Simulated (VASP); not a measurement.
# P (Imma) in VASP: a series of runs

P is run at these levels: PBEsol; tasks: single point, relaxation of shape and atoms at fixed volume.

Program: VASP 6.6.1. These are calculated values, not measurements. Logs are shortened: lines on timing, memory, paths and dates and some standing lists are left out, and cuts for length are marked.

### 1 The cell of the first run

Symmetry: Imma, No. 74, orthorhombic system. The conventional cell has a = 3.405 Å, b = 4.936 Å, c = 3.558 Å, α = 90.00°, β = 90.00°, γ = 90.00°. P (site symmetry mm2) has 6 P at 2.28 to 2.66 Å within 3.0 Å.

### 2 Single point, PBEsol

Input file INCAR:

```
SYSTEM = P
PREC     = Accurate       ! precision mode
ENCUT    = 520            ! plane-wave cutoff, eV
EDIFF    = 1E-6           ! SCF threshold, eV
ISMEAR   = 0              ! smearing method
SIGMA    = 0.1            ! smearing width, eV
LREAL    = .False.        ! projectors in reciprocal space
LASPH    = .True.         ! aspherical terms in the spheres
NELM     = 60             ! most SCF steps
ALGO     = Normal         ! electronic algorithm
ISIF     = 2              ! what is computed and relaxed
LWAVE    = .False.        ! write WAVECAR
LCHARG   = .True.         ! write CHGCAR
GGA      = PS             ! functional
LELF     = .True.         ! ELF
LVHAR    = .True.       
NBANDS   = 12             ! bands
```

Input file KPOINTS:

```
Automatic mesh
0
Gamma
  16 16 16
  0 0 0
```

Input file POSCAR:

```
P
1.0
   -1.7026803484      2.4681804746      1.7788860228
    1.7026803484     -2.4681804746      1.7788860228
    1.7026803484      2.4681804746     -1.7788860228
P
2
Direct
    0.7871109934      0.0371109934      0.7500000000
    0.2128890066      0.9628890066      0.2500000000
```

Potentials or basis: VASP PAW PBE potentials, release 64 (P).

On the command line:

```bash
$ cat potpaw_PBE.64/P/POTCAR > POTCAR
$ mpirun -np 1 vasp_std > vasp.out
```

OUTCAR:

```text
SYSTEM = P
   PREC = Accurate
   ENCUT = 520
   EDIFF = 1E-6
   ISMEAR = 0
   LREAL = .False.
   LASPH = .True.
   NELM = 60
   ISIF = 2
   GGA = PS

 ion  position               nearest neighbor table
   1  0.787  0.037  0.750-   2 2.28   2 2.28   2 2.48   2 2.48   2 2.66   2 2.66
   2  0.213  0.963  0.250-   1 2.28   1 2.28   1 2.48   1 2.48   1 2.66   1 2.66

  LATTYP: Found a body centered orthorhombic cell.
 ALAT       =     3.4053606968
 B/A-ratio  =     1.0447563011
 C/A-ratio  =     1.4495853417

  Lattice vectors:

 A1 = (   1.7026803484,  -2.4681804746,  -1.7788860228)
 A2 = (  -1.7026803484,  -2.4681804746,   1.7788860228)
 A3 = (  -1.7026803484,   2.4681804746,  -1.7788860228)

Analysis of symmetry for initial positions (statically):
=====================================================================
 Subroutine PRICEL returns:
 Original cell was already a primitive cell.

 Routine SETGRP: Setting up the symmetry group for a
 body centered orthorhombic supercell.

 Subroutine GETGRP returns: Found  8 space group operations
 (whereof  4 operations were pure point group operations)
 out of a pool of  8 trial point group operations.

The static configuration has the point symmetry C_2h.
 The point group associated with its full space group is D_2h.

Analysis of symmetry for dynamics (positions and initial velocities):
=====================================================================
 Subroutine PRICEL returns:
 Original cell was already a primitive cell.

 Routine SETGRP: Setting up the symmetry group for a
 body centered orthorhombic supercell.

 Subroutine GETGRP returns: Found  8 space group operations
 (whereof  4 operations were pure point group operations)
 out of a pool of  8 trial point group operations.

The dynamic configuration has the point symmetry C_2h.
 The point group associated with its full space group is D_2h.

 Subroutine INISYM returns: Found  8 space group operations
 (whereof  4 operations are pure point group operations),
 and found     1 'primitive' translations

----------------------------------------------------------------------------------------

                                     Primitive cell

  volume of cell :      29.9032

  direct lattice vectors                    reciprocal lattice vectors
    -1.702680348  2.468180475  1.778886023     0.000000000  0.202578379  0.281074781
     1.702680348 -2.468180475  1.778886023     0.293654649  0.000000000  0.281074781
     1.702680348  2.468180475 -1.778886023     0.293654649  0.202578379  0.000000000

  length of vectors
     3.486469662  3.486469662  3.486469662     0.346469382  0.406492418  0.356750687

  position of ions in fractional coordinates (direct lattice)
     0.787110993  0.037110993  0.750000000
     0.212889007  0.962889007  0.250000000

  ion indices of the primitive-cell ions
   primitive index   ion index
                 1           1
                 2           2

----------------------------------------------------------------------------------------

 KPOINTS: Automatic mesh

Automatic generation of k-mesh.
 Grid dimensions read from file:
 generate k-points for:   16   16   16

 Generating k-lattice:

  Cartesian coordinates                     Fractional coordinates (reciprocal lattice)
     0.000000000  0.012661149  0.017567174     0.062500000  0.000000000  0.000000000
     0.018353416  0.000000000  0.017567174     0.000000000  0.062500000  0.000000000
     0.018353416  0.012661149  0.000000000     0.000000000  0.000000000  0.062500000

  Length of vectors
     0.021654336  0.025405776  0.022296918

  Shift w.r.t. Gamma in fractional coordinates (k-lattice)
     0.000000000  0.000000000  0.000000000

 Subroutine IBZKPT returns following result:
 ===========================================

 Found    621 irreducible k-points:

 Following reciprocal coordinates:
            Coordinates               Weight
  0.000000  0.000000  0.000000      1.000000
  0.062500  0.000000  0.000000      4.000000
  0.125000  0.000000  0.000000      4.000000
  0.187500  0.000000  0.000000      4.000000
  0.250000  0.000000  0.000000      4.000000
  0.312500  0.000000  0.000000      4.000000
[... 16 lines left out ...]
 -0.187500  0.062500  0.000000      8.000000
 -0.125000  0.062500  0.000000      8.000000
 [... further k-points ...]
   k-points           NKPTS =    621   k-points in BZ     NKDIM =    621   number of bands    NBANDS=     12
   number of dos      NEDOS =    301   number of ions     NIONS =      2
   total plane-waves  NPLWV =  21952
   dimension x,y,z NGX =    28 NGY =   28 NGZ =   28
   dimension x,y,z NGXF=    56 NGYF=   56 NGZF=   56
   ions per type =               2
   NGX,Y,Z   is equivalent  to a cutoff of  13.35, 13.35, 13.35 a.u.
   NGXF,Y,Z  is equivalent  to a cutoff of  26.70, 26.70, 26.70 a.u.
 SYSTEM =  P
   PREC   = accura    normal or accurate (medium, high low for compatibility)
   ISTART =      0    job   : 0-new  1-cont  2-samecut
   ICHARG =      2    charge: 1-file 2-atom 10-const
   ISPIN  =      1    spin polarized calculation?
   LNONCOLLINEAR =      F non collinear calculations
   LSORBIT =      F    spin-orbit coupling
   LASPH  =      T    aspherical Exc in radial PAW
   ENCUT  =  520.0 eV  38.22 Ry    6.18 a.u.   6.48  6.48  6.48*2*pi/ulx,y,z
   NELM   =     60;   NELMIN=  2; NELMDL= -5     # of ELM steps
   EDIFF  = 0.1E-05   stopping-criterion for ELM
   LREAL  =      F    real-space projection
[... 7 lines left out ...]
   TEBEG  =    0.0;   TEEND  =   0.0 temperature during run
   PSTRESS=    0.0 pullay stress
   NELECT =      10.0000    total number of electrons
   NUPDOWN=      -1.0000    fix difference up-down
   EMIN   =  10.00;   EMAX   =-10.00  energy-range for DOS
   EFERMI =   0.00;   METHOD = LEGACY
   ISMEAR =     0;   SIGMA  =   0.10  broadening in eV -4-tet -1-fermi 0-gaus
   EFERMI_NEDOS =   21; number of points for ismear=-14 and -15
   IALGO  =     38    algorithm
   IMIX   =      4    mixing-type and parameters
     AMIX     =   0.40;   BMIX     =  1.00
     AMIX_MAG =   1.60;   BMIX_MAG =  1.00
  volume/ion in A,a.u.               =      14.95       100.90
  Fermi-wavevector in a.u.,A,eV,Ry     =   1.136324  2.147341 17.568276  1.291232
  Thomas-Fermi vector in A             =   2.273029
   LORBIT       =      0    0 simple, 1 ext, 2 COOP (PROOUT), +10 PAW based schemes
   GGA     = PS    functional components
   LHFCALC =     F    Hartree Fock is set to
   AEXX    =    0.0000 exact exchange contribution
   IVDW    =     0    specifies the selected vdW correction
   LEPSILON=     F    determine dielectric tensor
   LRPA    =     F    only Hartree local field effects (RPA)
 non-spin polarized calculation
 Gauss-broadening in eV      SIGMA  =   0.10
  energy-cutoff  :      520.00
  volume of cell :       29.90
 maximum number of plane-waves:       831
 NGX is ok and might be reduce to    28
   NGX = 13   NGY = 13   NGZ = 13

 number of electron      10.0000000 magnetization

 Free energy of the ion-electron system (eV)
  ---------------------------------------------------
  ext. energy  EPLUGINS =         0.00000000
  ---------------------------------------------------
  free energy    TOTEN  =       -11.57167134 eV

  energy without entropy =      -11.56937737  energy(sigma->0) =      -11.57052436

 E-fermi :   9.5736     XC(G=0): -11.2375

 val. band max:        9.5701559843   @ k =   0.4375   0.3750   0.0625
 cond. band min:       9.5750943343   @ k =  -0.4375   0.4375   0.0625
 fundamental gap:      0.0049383500
 Fermi energy:         9.5735710382

 k-point     1 :       0.0000    0.0000    0.0000
  band No.  band energies     occupation
      1      -7.1227      2.00000
      2       6.7870      2.00000
      3       6.9382      2.00000
      4       7.3059      2.00000
      5       7.3154      2.00000
      6      12.1215      0.00000
      7      12.5175      0.00000
      8      14.1088      0.00000
      9      14.2839      0.00000
     10      15.5532      0.00000
     11      15.8712      0.00000
     12      16.2871      0.00000

 k-point     2 :       0.0625    0.0000    0.0000
  band No.  band energies     occupation
      1      -7.0605      2.00000
      2       5.8216      2.00000
      3       6.9201      2.00000
      4       7.1401      2.00000
      5       8.2435      2.00000
      6      12.1540      0.00000
      7      12.4626      0.00000
      8      13.6359      0.00000
      9      14.4180      0.00000
     10      14.9887      0.00000
     11      15.7134      0.00000
     12      17.2070      0.00000

 k-point     3 :       0.1250    0.0000    0.0000
  band No.  band energies     occupation
      1      -6.8745      2.00000
      2       4.4851      2.00000
      3       6.8733      2.00000
      4       7.1103      2.00000
      5       8.9978      2.00000
      6      11.9614      0.00000
      7      12.4454      0.00000
      8      12.7640      0.00000
      9      14.6991      0.00000
     10      14.8209      0.00000
     11      15.5397      0.00000
     12      18.4298      0.00000
[... 286 lines left out ...]
 k-point    23 :      -0.1875    0.0625    0.0000
  band No.  band energies     occupation
      1      -6.7229      2.00000
      2       3.9836      2.00000
      3       6.2350      2.00000
      4       7.3734      2.00000
      5       9.3583      1.99767
      6      11.3791      0.00000
      7      12.0638      0.00000
      8      13.0463      0.00000
      9      14.3909      0.00000
     10      15.4457      0.00000
     11      15.7944      0.00000
     12      18.2499      0.00000

 k-point    24 :      -0.1250    0.0625    0.0000
  band No.  band energies     occupation
      1      -6.9508      2.00000
      2       5.2172      2.00000
      3       6.4554      2.00000
      4       7.2197      2.00000
      5       8.8174      2.00000
      6      11.9010      0.00000
      7      12.4417      0.00000
      8      13.4426      0.00000
      9      14.3104      0.00000
     10      14.9409      0.00000
     11      15.4263      0.00000
     12      17.5200      0.00000

 [... further k-points ...]
[... 5 lines left out ...]
  --------------------------------------------------------------------------------------
  -------------------------------------------------------------------------------------
  Total        0.0031688      0.0359184      0.0121620      0.0000000     -0.0000000      0.0000000
  in kB        0.1697785      1.9244621      0.6516251      0.0000000     -0.0000000      0.0000000
  external PRESSURE =       0.9152886 kB  Pullay stress =       0.0000000 kB

 VOLUME and BASIS-vectors are now :
 -----------------------------------------------------------------------------
  energy-cutoff  :      520.00
  volume of cell :       29.90
      direct lattice vectors                 reciprocal lattice vectors
    -1.702680348  2.468180475  1.778886023     0.000000000  0.202578379  0.281074781
     1.702680348 -2.468180475  1.778886023     0.293654649  0.000000000  0.281074781
     1.702680348  2.468180475 -1.778886023     0.293654649  0.202578379  0.000000000

 POSITION                                       TOTAL-FORCE (eV/Angst)
 -----------------------------------------------------------------------------------
      0.00000      3.70227      0.13203        -0.000000      0.000000      0.029618
      1.70268     -1.23409      1.64685         0.000000     -0.000000     -0.029618
 -----------------------------------------------------------------------------------
    total drift:                               -0.000000      0.000000     -0.000000

  FREE ENERGIE OF THE ION-ELECTRON SYSTEM (eV)
  ---------------------------------------------------
  free  energy   TOTEN  =       -11.5716713435 eV

  energy  without entropy=      -11.5693773693  energy(sigma->0) =      -11.57052436
```

Wall time 2.8 min (1 thread of AMD EPYC 7R13 (Zen 3), shared host); peak memory 0.26 GiB.

What came out:

```yaml
Free_energy: -11.5717 eV
Pressure: 0.1 GPa
Largest_force: 0.030 eV/Å
Band_gap_on_the_k_mesh: zero (bands 5 and 6 overlap by 1.41 eV)
```

Forces on the atoms (eV/Å):
```
P    0.000  0.000  0.030
P    0.000  0.000 -0.030
```

Stress tensor (GPa, compression positive):
```
0.02 0.00 0.00
0.00 0.19 0.00
0.00 0.00 0.07
```

Caveat: the PAW data sets were made with another functional, which shifts forces and pressure a little.

(Continued in part 2 of 2.)

The gap in the log of VASP goes by the Fermi energy; the results here count the filled bands.